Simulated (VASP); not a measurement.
Set up this calculation in VASP 6.6.1, as the native input.

```
Task                   : single point
Functional             : LDA
Potentials or basis    : VASP PAW LDA potentials, release 64 (Nb_sv, P)
Cutoff                 : 520 eV
k mesh                 : 11 × 11 × 11
Occupations            : fermi-dirac, width 0.05 eV
Spin                   : no spin polarisation
Dipole correction      : no
Further INCAR settings : ALGO = Normal; EDIFF = 1e-06; NBANDS = 26
```

The structure of NbP lies in POSCAR:

```
NbP
1.0
   -1.6407315532      1.6407315532      5.6229302316
    1.6407315532     -1.6407315532      5.6229302316
    1.6407315532      1.6407315532     -5.6229302316
Nb P
2 2
Direct
    0.2498808000      0.7498808000      0.5000000000
    0.4998808000      0.4998808000      0.0000000000
    0.8327477700      0.3327477700      0.5000000000
    0.0827477700      0.0827477700      0.0000000000
```

These files were run (other wordings do the same):

INCAR

```
SYSTEM = NbP
PREC = Accurate
ENCUT = 520
EDIFF = 1E-6
ISMEAR = -1
SIGMA = 0.05
LREAL = .FALSE.
LASPH = .TRUE.
NELM = 100
ALGO = Normal
ISIF = 2
LWAVE = .FALSE.
LCHARG = .FALSE.
GGA = CA
NBANDS = 26
```

KPOINTS

```
regular mesh
0
G
  11 11 11
  0 0 0
```

Potentials or basis: VASP PAW LDA potentials, release 64 (Nb_sv, P).

Run with:

```bash
$ cat potpaw_LDA.64/Nb_sv/POTCAR potpaw_LDA.64/P/POTCAR > POTCAR
$ mpirun -np 1 vasp_std > vasp.out
```

Results of the run:

| Quantity | Value |
| --- | --- |
| Pressure | 2.7 GPa |
| Largest force | 0.039 eV/Å |
| Band gap on the k mesh | zero (bands 18 and 19 overlap by 0.02 eV) |

Wall time 7.3 min on 1 thread of Intel(R) Xeon(R) Platinum 8259CL CPU @ 2.50GHz (Skylake/Cascade Lake), with other jobs on the host, peak memory 0.37 GiB.
